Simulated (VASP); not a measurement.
# RuRh2 (P6/mmm) in VASP: a series of runs, part 2 of 2

VASP 6.6.1. Earlier steps stand in the parts before.

## (4) Relaxation of cell and atoms, PBE

This run uses another cell than the first one, of 11.92 Å³/atom.

INCAR reads:

```
PREC = Accurate
ENCUT = 600
EDIFF = 1E-6
ISMEAR = 0
SIGMA = 0.1
LREAL = False
LASPH = True
NELM = 60
ALGO = Normal
ISIF = 3
LWAVE = False
LCHARG = False
GGA = PE
IBRION = 2
NSW = 90
EDIFFG = -0.04
```

KPOINTS reads:

```
regular mesh
0
Gamma
  6 6 6
```

POSCAR reads:

```
RuRh2
1.0
    3.8865799518      0.0000000000      0.0000000000
   -1.9432899760      3.3658769722      0.0000000000
    0.0000000000      0.0000000000      2.7336811999
Ru Rh
1 2
Direct
    0.0000000000      0.0000000000      0.0000000000
    0.3333333333      0.6666666667      0.5000000000
    0.6666666667      0.3333333333      0.5000000000
```

Potentials or basis: VASP PAW PBE potentials, release 64 (Ru_pv, Rh_pv).

The run is started by

```console
> cat potpaw_PBE.64/Ru_pv/POTCAR potpaw_PBE.64/Rh_pv/POTCAR > POTCAR
> mpirun -np 1 vasp_std > vasp.out
```

OUTCAR:

```text
PREC = Accurate
   ENCUT = 600
   EDIFF = 1E-6
   ISMEAR = 0
   LREAL = False
   LASPH = True
   NELM = 60
   ISIF = 3
   GGA = PE
   IBRION = 2
   NSW = 90
   EDIFFG = -0.04

 ion  position               nearest neighbor table
   1  0.000  0.000  0.000-   2 2.63   3 2.63   2 2.63   3 2.63   3 2.63   3 2.63   2 2.63   2 2.63
                             3 2.63   3 2.63   2 2.63   2 2.63
   2  0.333  0.667  0.500-   3 2.24   3 2.24   3 2.24   1 2.63   1 2.63   1 2.63   1 2.63   1 2.63
                             1 2.63
   3  0.667  0.333  0.500-   2 2.24   2 2.24   2 2.24   1 2.63   1 2.63   1 2.63   1 2.63   1 2.63
                             1 2.63

  LATTYP: Found a hexagonal cell.
 ALAT       =     3.8865799518
 C/A-ratio  =     0.7033642004

  Lattice vectors:

 A1 = (   3.8865799518,   0.0000000000,   0.0000000000)
 A2 = (  -1.9432899760,   3.3658769722,   0.0000000000)
 A3 = (   0.0000000000,   0.0000000000,   2.7336811999)

Analysis of symmetry for initial positions (statically):
=====================================================================
 Subroutine PRICEL returns:
 Original cell was already a primitive cell.

 Routine SETGRP: Setting up the symmetry group for a
 hexagonal supercell.
[... 174 lines left out ...]

  FORCE on cell =-STRESS in cart. coord.  units (eV):
  Direction    XX          YY          ZZ          XY          YZ          ZX
  --------------------------------------------------------------------------------------
  -------------------------------------------------------------------------------------
  Total       25.8386313     25.8386313      6.2289957     -0.0000000     -0.0000000     -0.0000000
  in kB     1157.6209469   1157.6209469    279.0711249     -0.0000000     -0.0000000     -0.0000000
  external PRESSURE =     864.7710062 kB  Pullay stress =       0.0000000 kB
[... 24 lines left out ...]
--------------------------------------- Ionic step        2  -------------------------------------------

 number of electron      43.9999987 magnetization

 E-fermi :   3.6199     XC(G=0): -10.2807

 val. band max:        3.6093265720   @ k =   0.3333   0.1667   0.3333
 cond. band min:       3.6204466189   @ k =   0.1667   0.1667   0.5000
 fundamental gap:      0.0111200469
 Fermi energy:         3.6199356457

 k-point     1 :       0.0000    0.0000    0.0000
  band No.  band energies     occupation
      1     -41.8018      2.00000
      2     -41.8018      2.00000
      3     -41.7608      2.00000
      4     -41.7608      2.00000
      5     -41.7044      2.00000
      6     -41.6987      2.00000
[... 908 lines left out ...]
--------------------------------------- Ionic step        8  -------------------------------------------

 number of electron      43.9999995 magnetization

 Free energy of the ion-electron system (eV)
  ---------------------------------------------------
  ext. energy  EPLUGINS =         0.00000000
  ---------------------------------------------------
  free energy    TOTEN  =       -22.93246859 eV

  energy without entropy =      -22.89507450  energy(sigma->0) =      -22.91377155

 E-fermi :  11.5852     XC(G=0): -13.7864

 val. band max:       11.5668855836   @ k =   0.1667   0.1667   0.3333
 cond. band min:      11.5927861971   @ k =   0.1667   0.0000   0.3333
 fundamental gap:      0.0259006134
 Fermi energy:        11.5851653620

 k-point     1 :       0.0000    0.0000    0.0000
  band No.  band energies     occupation
      1     -35.4899      2.00000
      2     -35.4899      2.00000
      3     -34.9471      2.00000
      4     -34.9471      2.00000
      5     -34.7974      2.00000
      6     -34.6774      2.00000
[... 717 lines left out ...]
  FREE ENERGIE OF THE ION-ELECTRON SYSTEM (eV)
  ---------------------------------------------------
  free  energy   TOTEN  =       -22.9324685916 eV

  energy  without entropy=      -22.8950745029  energy(sigma->0) =      -22.91377155

 reached required accuracy - stopping structural energy minimisation
```

OSZICAR:

```text
N       E                     dE             d eps       ncg     rms          rms(c)
DAV:   1     0.577106922050E+03    0.57711E+03   -0.29949E+04  1456   0.219E+03
DAV:   2    -0.323639439198E+01   -0.58034E+03   -0.57134E+03  1510   0.629E+02
DAV:   3    -0.217453539712E+02   -0.18509E+02   -0.17670E+02  1606   0.116E+02
[... 98 lines left out ...]
DAV:   5    -0.229324966452E+02    0.56134E-03   -0.72015E-03  1698   0.568E-01    0.158E-01
DAV:   6    -0.229324507793E+02    0.45866E-04   -0.39129E-04  1602   0.137E-01    0.644E-02
DAV:   7    -0.229324667396E+02   -0.15960E-04   -0.56780E-05  1602   0.565E-02    0.111E-02
DAV:   8    -0.229324680012E+02   -0.12616E-05   -0.21633E-06  1186   0.966E-03    0.486E-03
DAV:   9    -0.229324685916E+02   -0.59045E-06   -0.26759E-07   740   0.407E-03
   8 F= -.22932469E+02 E0= -.22913772E+02  d E =-.111399E+00
```

CONTCAR:

```text
RuRh2
   1.00000000000000
     4.3035798849570455   -0.0000000000125709   -0.0000000000000000
    -2.1517899426001388    3.7270095077298206    0.0000000000000000
     0.0000000000000000   -0.0000000000000000    2.6704096737333618
  Ru              Rh
     1     2
Direct
     0.0000000000000000    0.0000000000000000    0.0000000000000000
     0.3333333332999970    0.6666666667000030    0.5000000000000000
     0.6666666667000030    0.3333333332999970    0.5000000000000000

  0.00000000E+00  0.00000000E+00  0.00000000E+00
  0.00000000E+00  0.00000000E+00  0.00000000E+00
  0.00000000E+00  0.00000000E+00  0.00000000E+00
```

It took 98 s on 1 thread of AMD EPYC 9R45 (Zen 5), shared host; peak memory 0.16 GiB.

What came out:

* Free energy: -22.9325 eV
* Relaxed volume: 14.28 Å³/atom
* Relaxed cell: a = 4.304 Å, b = 4.304 Å, c = 2.670 Å, α = 90.00°, β = 90.00°, γ = 120.00°
* Space group after relaxing (to 0.1 Å): P6/mmm (No. 191)
* Pressure after relaxing: 0.3 GPa
* Band gap on the k mesh: zero (bands 22 and 23 overlap by 2.37 eV)

Final structure:
```
Ru Rh
1.0
     4.30358    0.00000    0.00000
    -2.15179    3.72701    0.00000
     0.00000    0.00000    2.67041
Ru Rh
1 2
Direct
  0.00000 0.00000 0.00000
  0.33333 0.66667 0.50000
  0.66667 0.33333 0.50000
```

Caveat: the k points lie up to 0.39 Å⁻¹ apart in the final cell, too coarse for converged energies and pressures of a metal; the volume moved by over 15 % at a fixed basis, so the end points are rough.

## (5) Summary

| task | cell | cutoff (eV) | gap on the mesh (eV) | pressure (GPa) |
| --- | --- | --- | --- | --- |
| single point | a = 4.306, b = 4.306, c = 2.670 Å, angles 90.0, 90.0, 120.0°, 3 atoms | 520 | none | 0.1 |
| single point | a = 4.307, b = 4.307, c = 2.670 Å, angles 90.0, 90.0, 120.0°, 3 atoms | 520 | none | -0.1 |
| relaxation of cell and atoms | relaxed from a = 3.887, b = 3.887, c = 2.734 Å, angles 90.0, 90.0, 120.0°, 3 atoms | 600 | none | 0.3 |

Alike in all rows: level PBE; potentials or basis VASP PAW PBE potentials, release 64 (Ru_pv, Rh_pv); no spin polarisation; k mesh 6 × 6 × 6; smearing gaussian 0.1 eV.

Caveats: all runs use coarse meshes; the volume moved by over 15 % at a fixed basis, so the end points are rough (at least some runs).

Total energies depend on the potentials used, so only differences within one code and one set of settings carry meaning.
